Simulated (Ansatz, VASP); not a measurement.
One calculation of BaH, two programs

File INCAR:

```
  PREC = Accurate
  ENCUT = 600
  EDIFF = 1E-6
  ISMEAR = 0
  SIGMA = 0.1
  LREAL = False
  LASPH = True
  NELM = 60
  ALGO = Normal
  ISIF = 3
  LWAVE = False
  LCHARG = False
  GGA = PE
  IBRION = 2
  NSW = 100
  EDIFFG = -0.01
```

KPOINTS

```
Automatic mesh
0
Gamma
  12 12 8
```

POSCAR

```
BaH
1.0
    4.7756331758      0.0000000000      0.0000000000
   -2.3878165879      4.1358196494      0.0000000000
    0.0000000000      0.0000000000      5.6888900939
Ba H
2 2
Direct
    0.3333333333      0.6666666667      0.7500000000
    0.6666666667      0.3333333333      0.2500000000
    0.3333333333      0.6666666667      0.2500000000
    0.6666666667      0.3333333333      0.7500000000
```

Input for Ansatz:

```yaml
crystal:
  lattice:
    - [4.7756331758, 0.0, 0.0]
    - [-2.3878165879, 4.1358196494, 0.0]
    - [0.0, 0.0, 5.6888900939]
  atoms:
    - { symbol: Ba, position: [0.3333333333, 0.6666666667, 0.75] }
    - { symbol: Ba, position: [0.6666666667, 0.3333333333, 0.25] }
    - { symbol: H, position: [0.3333333333, 0.6666666667, 0.25] }
    - { symbol: H, position: [0.6666666667, 0.3333333333, 0.75] }
basis:
  ecutwfc: 420
kpoints:
  mp_grid: { grid: [12, 12, 8] }
hamiltonian:
  xc: pbe
scf:
  occupations: { method: gaussian, width: 0.1 }
output:
  forces: true
  stress: true
  eigenvalues: true
relax:
  adjacent_minimum: "off"
  f_tol: 0.01
  max_steps: 80
  cell: { stress_tol: 0.05 }
```

Alike in both runs: task relaxation of cell and atoms; functional PBE; k mesh 12 × 12 × 8; occupations gaussian, width 0.1 eV; no spin polarisation.

|  | VASP | Ansatz |
| --- | --- | --- |
| version | VASP 6.6.1 | Ansatz 0.2.0 |
| potentials or method | VASP PAW PBE potentials, release 64 (Ba_sv, H), cutoff 600 eV | scalar-relativistic, plane waves, PAW |
| valence electrons in the cell | 22 | 22 |

|  | VASP | Ansatz | Ansatz less VASP |
| --- | --- | --- | --- |
| gap on the k mesh at the Fermi level, each at its own relaxed structure (eV) | none | none | - |
| relaxed volume (Å³/atom) | 28.74 | 28.31 | -0.435 |
| relaxed cell length with the largest relative difference (Å) | 5.730 | 5.686 | -0.0444 |

A gap of «none» marks a metal or a gap that the smearing closes.

Spin-orbit coupling is off throughout.
